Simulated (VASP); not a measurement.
# MgB2 (P6/mmm) in VASP: a series of runs

Aim: see how the results for MgB2 move with the level of theory and the settings. Levels: PBE, r2SCAN, LDA. Tasks: single point.

Program: VASP 6.6.1. These are calculated values, not measurements. Logs are shortened: lines on timing, memory, paths and dates and some standing lists are left out, and cuts for length are marked.

## Step 1: The cell of the first run

The structure is hexagonal, space group P6/mmm (No. 191). The conventional cell has a = 3.146 Å, b = 3.146 Å, c = 3.592 Å, α = 90.00°, β = 90.00°, γ = 120.00°. Within 3.4 Å of Mg (site symmetry 6/mmm) lie 12 B at 2.55 Å and 6 Mg at 3.15 Å. B (site symmetry -6m2) has 3 B at 1.82 Å within 2.4 Å.

## Step 2: Single point, PBE

Input file INCAR:

```
SYSTEM = MgB2
PREC     = Accurate       ! precision mode
ENCUT    = 520            ! plane-wave cutoff, eV
EDIFF    = 1E-6           ! SCF threshold, eV
ISMEAR   = -1             ! smearing method
SIGMA    = 0.05           ! smearing width, eV
LREAL    = .FALSE.        ! projectors in reciprocal space
LASPH    = .TRUE.         ! aspherical terms in the spheres
NELM     = 100            ! most SCF steps
ALGO     = Normal         ! electronic algorithm
ISIF     = 2              ! what is computed and relaxed
LWAVE    = .FALSE.        ! write WAVECAR
LCHARG   = .FALSE.        ! write CHGCAR
GGA      = PE             ! functional
NBANDS   = 11             ! bands
```

Input file KPOINTS:

```
regular mesh
0
G
  10 10 8
  0 0 0
```

Input file POSCAR:

```
MgB2
1.0
    3.1455055572      0.0000000000      0.0000000000
   -1.5727527786      2.7240877203      0.0000000000
    0.0000000000      0.0000000000      3.5920959734
Mg B
1 2
Direct
    0.0000000000      0.0000000000      0.0000000000
    0.6666666667      0.3333333333      0.5000000000
    0.3333333333      0.6666666667      0.5000000000
```

Potentials or basis: VASP PAW PBE potentials, release 64 (Mg, B).

Started as:

```
$ cat potpaw_PBE.64/Mg/POTCAR potpaw_PBE.64/B/POTCAR > POTCAR
$ mpirun -np 1 vasp_std > vasp.out
```

OUTCAR:

```text
SYSTEM = MgB2
   PREC = Accurate
   ENCUT = 520
   EDIFF = 1E-6
   ISMEAR = -1
   LREAL = .FALSE.
   LASPH = .TRUE.
   NELM = 100
   ISIF = 2
   GGA = PE

 ion  position               nearest neighbor table
   1  0.000  0.000  0.000-   2 2.55   3 2.55   2 2.55   3 2.55   2 2.55   2 2.55   3 2.55   3 2.55
                             2 2.55   2 2.55   3 2.55   3 2.55
   2  0.667  0.333  0.500-   3 1.82   3 1.82   3 1.82   1 2.55   1 2.55   1 2.55   1 2.55   1 2.55
                             1 2.55
   3  0.333  0.667  0.500-   2 1.82   2 1.82   2 1.82   1 2.55   1 2.55   1 2.55   1 2.55   1 2.55
                             1 2.55

  LATTYP: Found a hexagonal cell.
 ALAT       =     3.1455055572
 C/A-ratio  =     1.1419773096

  Lattice vectors:

 A1 = (   3.1455055572,   0.0000000000,   0.0000000000)
 A2 = (  -1.5727527786,   2.7240877203,   0.0000000000)
 A3 = (   0.0000000000,   0.0000000000,   3.5920959734)

Analysis of symmetry for initial positions (statically):
=====================================================================
 Subroutine PRICEL returns:
 Original cell was already a primitive cell.

 Routine SETGRP: Setting up the symmetry group for a
 hexagonal supercell.

 Subroutine GETGRP returns: Found 24 space group operations
 (whereof 24 operations were pure point group operations)
 out of a pool of 24 trial point group operations.

The static configuration has the point symmetry D_6h.

Analysis of symmetry for dynamics (positions and initial velocities):
=====================================================================
 Subroutine PRICEL returns:
 Original cell was already a primitive cell.

 Routine SETGRP: Setting up the symmetry group for a
 hexagonal supercell.

 Subroutine GETGRP returns: Found 24 space group operations
 (whereof 24 operations were pure point group operations)
 out of a pool of 24 trial point group operations.

The dynamic configuration has the point symmetry D_6h.

 Subroutine INISYM returns: Found 24 space group operations
 (whereof 24 operations are pure point group operations),
 and found     1 'primitive' translations

----------------------------------------------------------------------------------------

                                     Primitive cell

  volume of cell :      30.7794

  direct lattice vectors                    reciprocal lattice vectors
     3.145505557  0.000000000  0.000000000     0.317913919  0.183547687  0.000000000
    -1.572752779  2.724087720  0.000000000     0.000000000  0.367095374  0.000000000
     0.000000000  0.000000000  3.592095973     0.000000000  0.000000000  0.278388998

  length of vectors
     3.145505557  3.145505557  3.592095973     0.367095374  0.367095374  0.278388998

  position of ions in fractional coordinates (direct lattice)
     0.000000000  0.000000000  0.000000000
     0.666666667  0.333333333  0.500000000
     0.333333333  0.666666667  0.500000000

  ion indices of the primitive-cell ions
   primitive index   ion index
                 1           1
                 2           2
                 3           3

----------------------------------------------------------------------------------------

 KPOINTS: regular mesh

Automatic generation of k-mesh.
 Grid dimensions read from file:
 generate k-points for:   10   10    8

 Generating k-lattice:

  Cartesian coordinates                     Fractional coordinates (reciprocal lattice)
     0.031791392  0.018354769  0.000000000     0.100000000  0.000000000  0.000000000
     0.000000000  0.036709537  0.000000000     0.000000000  0.100000000  0.000000000
     0.000000000  0.000000000  0.034798625     0.000000000  0.000000000  0.125000000

  Length of vectors
     0.036709537  0.036709537  0.034798625

  Shift w.r.t. Gamma in fractional coordinates (k-lattice)
     0.000000000  0.000000000  0.000000000

 Subroutine IBZKPT returns following result:
 ===========================================

 Found     70 irreducible k-points:

 Following reciprocal coordinates:
            Coordinates               Weight
[... 39 lines left out ...]
 maximum number of plane-waves:       844
 NGX is ok and might be reduce to    24
   NGX = 11   NGY = 11   NGZ = 13

 number of electron       8.0000000 magnetization

 Free energy of the ion-electron system (eV)
  ---------------------------------------------------
  ext. energy  EPLUGINS =         0.00000000
  ---------------------------------------------------
  free energy    TOTEN  =       -15.26709682 eV

  energy without entropy =      -15.26128811  energy(sigma->0) =      -15.26419247

 E-fermi :   4.9004     XC(G=0): -10.6843

 val. band max:        4.8641340337   @ k =   0.1000   0.0000   0.1250
 cond. band min:       4.9361286689   @ k =   0.3000   0.2000   0.0000
 fundamental gap:      0.0719946352
 Fermi energy:         4.9004428549

 k-point     1 :       0.0000    0.0000    0.0000
  band No.  band energies     occupation
      1      -7.2014      2.00000
      2       2.0473      2.00000
      3       5.1929      0.00575
      4       5.1929      0.00575
      5       6.3632      0.00000
      6      10.9203      0.00000
      7      10.9203      0.00000
      8      12.3098      0.00000
      9      14.2974      0.00000
     10      16.9053      0.00000
     11      20.4695      0.00000

 k-point     2 :       0.1000    0.0000    0.0000
  band No.  band energies     occupation
      1      -7.0341      2.00000
      2       2.2111      2.00000
      3       4.3549      1.99996
      4       4.8178      1.67869
      5       6.5213      0.00000
      6      10.7277      0.00000
      7      11.6281      0.00000
      8      12.7508      0.00000
      9      13.7339      0.00000
     10      17.7462      0.00000
     11      19.5915      0.00000

 k-point     3 :       0.2000    0.0000    0.0000
  band No.  band energies     occupation
      1      -6.5348      2.00000
      2       2.5489      2.00000
      3       2.6968      2.00000
      4       4.0680      2.00000
      5       6.9950      0.00000
      6      10.1313      0.00000
      7      12.2848      0.00000
      8      13.3511      0.00000
      9      13.5926      0.00000
     10      18.3800      0.00000
     11      18.8262      0.00000
[... 267 lines left out ...]
 k-point    23 :       0.3000    0.1000    0.1250
  band No.  band energies     occupation
      1      -4.9531      2.00000
      2      -0.2654      2.00000
      3       2.4584      2.00000
      4       3.2162      2.00000
      5       8.4428      0.00000
      6       9.5439      0.00000
      7      10.4544      0.00000
      8      13.5155      0.00000
      9      14.9827      0.00000
     10      16.2201      0.00000
     11      18.4666      0.00000

 k-point    24 :       0.4000    0.1000    0.1250
  band No.  band energies     occupation
      1      -3.7293      2.00000
      2      -1.9906      2.00000
      3       2.1367      2.00000
      4       4.2333      2.00000
      5       6.9904      0.00000
      6       9.8122      0.00000
      7      10.8461      0.00000
      8      12.6225      0.00000
      9      14.5715      0.00000
     10      17.6005      0.00000
     11      18.5189      0.00000

 [... further k-points ...]
[... 5 lines left out ...]
  --------------------------------------------------------------------------------------
  -------------------------------------------------------------------------------------
  Total       -1.9141598     -1.9141598     -1.3391812      0.0000000      0.0000000      0.0000000
  in kB      -99.6389846    -99.6389846    -69.7092556      0.0000000      0.0000000      0.0000000
  external PRESSURE =     -89.6624083 kB  Pullay stress =       0.0000000 kB

 VOLUME and BASIS-vectors are now :
 -----------------------------------------------------------------------------
  energy-cutoff  :      520.00
  volume of cell :       30.78
      direct lattice vectors                 reciprocal lattice vectors
     3.145505557  0.000000000  0.000000000     0.317913919  0.183547687  0.000000000
    -1.572752779  2.724087720  0.000000000     0.000000000  0.367095374  0.000000000
     0.000000000  0.000000000  3.592095973     0.000000000  0.000000000  0.278388998

 POSITION                                       TOTAL-FORCE (eV/Angst)
 -----------------------------------------------------------------------------------
      0.00000      0.00000      0.00000        -0.000000      0.000000      0.000000
      1.57275      0.90803      1.79605        -0.000000      0.000000      0.000000
     -0.00000      1.81606      1.79605         0.000000     -0.000000      0.000000
 -----------------------------------------------------------------------------------
    total drift:                                0.000000     -0.000000      0.000000

  FREE ENERGIE OF THE ION-ELECTRON SYSTEM (eV)
  ---------------------------------------------------
  free  energy   TOTEN  =       -15.2670968227 eV

  energy  without entropy=      -15.2612881112  energy(sigma->0) =      -15.26419247
```

Wall time 15 s (1 thread of Intel Xeon Platinum 8488C (Sapphire Rapids), shared host); peak memory 0.15 GiB.

Results:

```
Free energy            : -15.2671 eV
Pressure               : -9.0 GPa
Band gap on the k mesh : zero (band 4 reaches 5.96 eV, above the bottom of band 5 at 3.60 eV)
```

## Step 3: Single point, r2SCAN

This run uses another cell than the first one, of 9.10 Å³/atom, 0.887 times its volume.

Input file POSCAR:

```
MgB2
1.0
    3.0220231454      0.0000000000      0.0000000000
   -1.5110115727      2.6171488148      0.0000000000
    0.0000000000      0.0000000000      3.4510818610
Mg B
1 2
Direct
    0.0000000000      0.0000000000      0.0000000000
    0.6666666667      0.3333333333      0.5000000000
    0.3333333333      0.6666666667      0.5000000000
```

Input file INCAR.step1:

```
SYSTEM = MgB2
PREC = Accurate
ENCUT = 520
ISMEAR = -1
SIGMA = 0.05
LREAL = .FALSE.
LASPH = .TRUE.
NELM = 100
NBANDS = 11
GGA = PE
ALGO = Normal
EDIFF = 1E-4
LWAVE = .TRUE.
LCHARG = .FALSE.
```

Input file INCAR.step2:

```
SYSTEM = MgB2
PREC = Accurate
ENCUT = 520
EDIFF = 1E-6
ISMEAR = -1
SIGMA = 0.05
LREAL = .FALSE.
LASPH = .TRUE.
NELM = 100
ALGO = Normal
ISIF = 2
LWAVE = .FALSE.
LCHARG = .FALSE.
METAGGA = R2SCAN
LMIXTAU = .TRUE.
NBANDS = 11
ISTART = 1
```

Input file KPOINTS:

```
Automatic mesh
0
G
  10 10 8
  0 0 0
```

Potentials or basis: VASP PAW PBE potentials, release 64 (Mg, B).

Started as:

```
$ cat potpaw_PBE.64/Mg/POTCAR potpaw_PBE.64/B/POTCAR > POTCAR
$ cp INCAR.step1 INCAR
$ mpirun -np 1 vasp_std > vasp.out
$ cp INCAR.step2 INCAR
$ mpirun -np 1 vasp_std > vasp.out
```

It took 43 s on 1 thread of Intel Xeon Platinum 8488C (Sapphire Rapids), shared host; peak memory 0.16 GiB.

It converged, with:

```yaml
Free_energy: -19.3742 eV
Pressure: 7.8 GPa
Band_gap_on_the_k_mesh: zero (band 4 reaches 6.92 eV, above the bottom of band 5 at 4.26 eV)
```

Stress tensor (GPa, compression positive):
```
9.20 0.00 0.00
0.00 9.20 0.00
0.00 0.00 5.13
```

Levels at points of the mesh, in eV from the Fermi level:
```tsv
k point	band 1	band 2	band 3	band 4	band 5	band 6	band 7	band 8
(0.00, 0.00, 0.00)	-13.65	-3.31	0.39	0.39	2.08	6.85	6.85	9.13
(0.50, 0.00, 0.00)	-9.42	-8.59	-2.44	0.13	3.39	4.24	6.04	8.45
(0.00, 0.00, 0.50)	-12.28	-8.10	0.82	0.82	7.14	7.14	8.92	11.30
(0.50, 0.00, 0.50)	-8.36	-7.63	-3.96	-2.14	-1.32	6.42	9.87	10.21
```

Caveat: the PAW data sets were made with another functional, which shifts forces and pressure a little.

## Step 4: Single point, r2SCAN

This run uses another cell than the first one, of 9.29 Å³/atom, 0.906 times its volume.

Input file POSCAR:

```
MgB2
1.0
    3.0433056997      0.0000000000      0.0000000000
   -1.5216528499      2.6355800475      0.0000000000
    0.0000000000      0.0000000000      3.4753860551
Mg B
1 2
Direct
    0.0000000000      0.0000000000      0.0000000000
    0.6666666667      0.3333333333      0.5000000000
    0.3333333333      0.6666666667      0.5000000000
```

INCAR.step1 is that of step 3.

INCAR.step2 is that of step 3.

Input file KPOINTS:

```
regular mesh
0
G
  10 10 8
  0 0 0
```

Started as:

```
$ cat potpaw_PBE.64/Mg/POTCAR potpaw_PBE.64/B/POTCAR > POTCAR
$ cp INCAR.step1 INCAR
$ mpirun -np 1 vasp_std > vasp.out
$ cp INCAR.step2 INCAR
$ mpirun -np 1 vasp_std > vasp.out
```

Wall time 46 s (1 thread of Intel Xeon Platinum 8488C (Sapphire Rapids), shared host); peak memory 0.16 GiB.

Results (log left out):

| Item | Value |
| --- | --- |
| Free energy | -19.3959 eV |
| Pressure | 4.1 GPa |
| Band gap on the k mesh | zero (band 4 reaches 6.76 eV, above the bottom of band 5 at 4.14 eV) |

Stress tensor (GPa, compression positive):
```
4.97 0.00 0.00
0.00 4.97 0.00
0.00 0.00 2.26
```

Levels at points of the mesh, in eV from the Fermi level:
```
           k point  band 2  band 3  band 4  band 5  band 6  band 7
(0.00, 0.00, 0.00)   -3.26    0.38    0.38    2.02    6.76    6.76
(0.50, 0.00, 0.00)   -8.50   -2.41    0.15    3.34    4.18    5.93
(0.00, 0.00, 0.50)   -7.99    0.80    0.80    7.06    7.06    8.79
(0.50, 0.00, 0.50)   -7.55   -3.90   -2.11   -1.30    6.27    9.73
```

Caveat: the PAW data sets were made with another functional, which shifts forces and pressure a little.

## Step 5: Single point, r2SCAN

This run uses another cell than the first one, of 9.49 Å³/atom, 0.925 times its volume.

Input file POSCAR:

```
MgB2
1.0
    3.0642946782      0.0000000000      0.0000000000
   -1.5321473391      2.6537570360      0.0000000000
    0.0000000000      0.0000000000      3.4993549923
Mg B
1 2
Direct
    0.0000000000      0.0000000000      0.0000000000
    0.6666666667      0.3333333333      0.5000000000
    0.3333333333      0.6666666667      0.5000000000
```

Input file INCAR.step1:

```
SYSTEM = MgB2
PREC = Accurate ; ENCUT = 520
ISMEAR = -1 ; SIGMA = 0.05
LREAL = .False. ; LASPH = .True.
NELM = 60 ; NBANDS = 11
GGA = PE ; ALGO = Normal
EDIFF = 1E-4 ; LWAVE = .True.
LCHARG = .False.
```

Input file INCAR.step2:

```
SYSTEM = MgB2
PREC = Accurate ; ENCUT = 520
EDIFF = 1E-6 ; ISMEAR = -1
SIGMA = 0.05 ; LREAL = .False.
LASPH = .True. ; NELM = 60
ALGO = Normal ; ISIF = 2
LWAVE = .False. ; LCHARG = .False.
METAGGA = R2SCAN ; LMIXTAU = .True.
NBANDS = 11 ; ISTART = 1
```

Input file KPOINTS:

```
Automatic mesh
0
Gamma
  10 10 8
  0 0 0
```

Started as:

```
$ cat potpaw_PBE.64/Mg/POTCAR potpaw_PBE.64/B/POTCAR > POTCAR
$ cp INCAR.step1 INCAR
$ mpirun -np 1 vasp_std > vasp.out
$ cp INCAR.step2 INCAR
$ mpirun -np 1 vasp_std > vasp.out
```

Run time: 46 s. Hardware: 1 thread of Intel Xeon Platinum 8488C (Sapphire Rapids), shared host; peak memory 0.16 GiB.

Results (log left out):

```yaml
Free_energy: -19.4046 eV
Pressure: 0.6 GPa
Band_gap_on_the_k_mesh: zero (band 4 reaches 6.61 eV, above the bottom of band 5 at 4.02 eV)
```

Stress tensor (GPa, compression positive):
```
 1.11  0.00  0.00
 0.00  1.11  0.00
 0.00  0.00 -0.32
```

Levels at points of the mesh, in eV from the Fermi level:
```csv
k point,band 1,band 2,band 3,band 4,band 5,band 6,band 7,band 8
"(0.00, 0.00, 0.00)",-13.38,-3.21,0.36,0.36,1.97,6.67,6.67,8.66
"(0.50, 0.00, 0.00)",-9.29,-8.41,-2.39,0.16,3.30,4.13,5.82,8.02
"(0.00, 0.00, 0.50)",-12.08,-7.89,0.77,0.77,6.98,6.98,8.66,10.64
"(0.50, 0.00, 0.50)",-8.26,-7.48,-3.85,-2.08,-1.29,6.13,9.59,9.81
```

Caveat: the PAW data sets were made with another functional, which shifts forces and pressure a little.

## Step 6: Single point, LDA

This run uses another cell than the first one, of 9.18 Å³/atom, 0.895 times its volume.

Input file INCAR:

```
ALGO = Normal ; EDIFF = 1E-6
ENCUT = 520 ; ISIF = 2
ISMEAR = -1 ; LASPH = True
LCHARG = False ; LREAL = False
LWAVE = False ; NBANDS = 11
NELM = 100 ; PREC = Accurate
SIGMA = 0.05
```

Input file KPOINTS:

```
k-points
0
Gamma
  10 10 8
```

Input file POSCAR:

```
MgB2
1.0
    3.0417795430      0.0000000000      0.0000000000
   -1.5208897715      2.6342583570      0.0000000000
    0.0000000000      0.0000000000      3.4383104820
Mg B
1 2
Direct
    0.0000000000      0.0000000000      0.0000000000
    0.6666666667      0.3333333333      0.5000000000
    0.3333333333      0.6666666667      0.5000000000
```

Potentials or basis: VASP PAW LDA potentials, release 64 (Mg, B).

Started as:

```
$ cat potpaw_LDA.64/Mg/POTCAR potpaw_LDA.64/B/POTCAR > POTCAR
$ mpirun -np 1 vasp_std > vasp.out
```

Wall time 14 s (1 thread of AMD EPYC 7R43 (Zen 3), shared host); peak memory 0.11 GiB.

It converged, with:

* Free energy: -17.2885 eV
* Pressure: -0.6 GPa
* Band gap on the k mesh: zero (band 4 reaches 6.80 eV, above the bottom of band 5 at 4.17 eV)

Stress tensor (GPa, compression positive):
```
-0.56  0.00  0.00
 0.00 -0.56  0.00
 0.00  0.00 -0.67
```

Levels at points of the mesh, in eV from the Fermi level:
```csv
k point,band 1,band 2,band 3,band 4,band 5,band 6,band 7,band 8,band 9
"(0.00, 0.00, 0.00)",-12.65,-2.98,0.30,0.30,1.89,6.35,6.35,8.57,10.17
"(0.50, 0.00, 0.00)",-8.63,-8.04,-2.31,0.21,3.18,3.91,5.65,7.53,12.92
"(0.00, 0.00, 0.50)",-11.23,-7.71,0.72,0.72,6.68,6.68,8.04,10.50,10.61
"(0.50, 0.00, 0.50)",-7.54,-7.05,-3.76,-2.00,-1.42,6.01,8.96,9.04,13.62
```

## Step 7: Overview

```csv
level,potentials or basis,cell,gap on the mesh (eV),pressure (GPa)
PBE,"VASP PAW PBE potentials, release 64 (Mg, B)","a = 3.146, b = 3.146, c = 3.592 Å, angles 90.0, 90.0, 120.0°, 3 atoms",none,-9.0
r2SCAN,"VASP PAW PBE potentials, release 64 (Mg, B)","a = 3.022, b = 3.022, c = 3.451 Å, angles 90.0, 90.0, 120.0°, 3 atoms",none,7.8
r2SCAN,"VASP PAW PBE potentials, release 64 (Mg, B)","a = 3.043, b = 3.043, c = 3.475 Å, angles 90.0, 90.0, 120.0°, 3 atoms",none,4.1
r2SCAN,"VASP PAW PBE potentials, release 64 (Mg, B)","a = 3.064, b = 3.064, c = 3.499 Å, angles 90.0, 90.0, 120.0°, 3 atoms",none,0.6
LDA,"VASP PAW LDA potentials, release 64 (Mg, B)","a = 3.042, b = 3.042, c = 3.438 Å, angles 90.0, 90.0, 120.0°, 3 atoms",none,-0.6
```

Alike in all rows: task single point; no spin polarisation; k mesh 10 × 10 × 8; cutoff (eV) 520; smearing fermi-dirac 0.05 eV.

Caveats: the PAW data sets were made with another functional, which shifts forces and pressure a little (some runs).

Absolute energies hang on the potentials; compare differences alone.
